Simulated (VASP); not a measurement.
Write the native input for VASP 6.6.1 that does the following.

```
Task                   : single point
Functional             : PBEsol
Potentials or basis    : VASP PAW PBE potentials, release 64 (B)
Cutoff                 : 520 eV
k mesh                 : 21 × 21 × 21
Occupations            : fermi-dirac, width 0.1 eV
Spin                   : no spin polarisation
Dipole correction      : no
Further INCAR settings : ALGO = Normal; EDIFF = 1e-07; NBANDS = 8
```

The structure of B lies in POSCAR:

```
B
1.0
    0.0000000000      1.4650569958      1.4650569958
    1.4650569958      0.0000000000      1.4650569958
    1.4650569958      1.4650569958      0.0000000000
B
1
Direct
    0.0000000000      0.0000000000      0.0000000000
```

This cell differs from its parent crystal: volume scaled by 1.08.

The input as run:

INCAR

```
SYSTEM = B
  ALGO = Normal
  EDIFF = 1E-7
  ENCUT = 520
  GGA = PS
  ISIF = 2
  ISMEAR = -1
  LASPH = .True.
  LCHARG = .False.
  LREAL = .False.
  LWAVE = .False.
  NBANDS = 8
  NELM = 100
  PREC = Accurate
  SIGMA = 0.1
```

KPOINTS

```
k-points
0
Gamma
  21 21 21
  0 0 0
```

Potentials or basis: VASP PAW PBE potentials, release 64 (B).

Command:

```sh
$ cat potpaw_PBE.64/B/POTCAR > POTCAR
$ mpirun -np 1 vasp_std > vasp.out
```

Results of the run:

* Pressure: -18.3 GPa

Caveat: the PAW data sets were made with another functional, which shifts forces and pressure a little.

Run time: 5.2 s on 1 thread of Intel(R) Xeon(R) Platinum 8488C (Sapphire Rapids), on a shared host, peak memory 0.12 GiB.
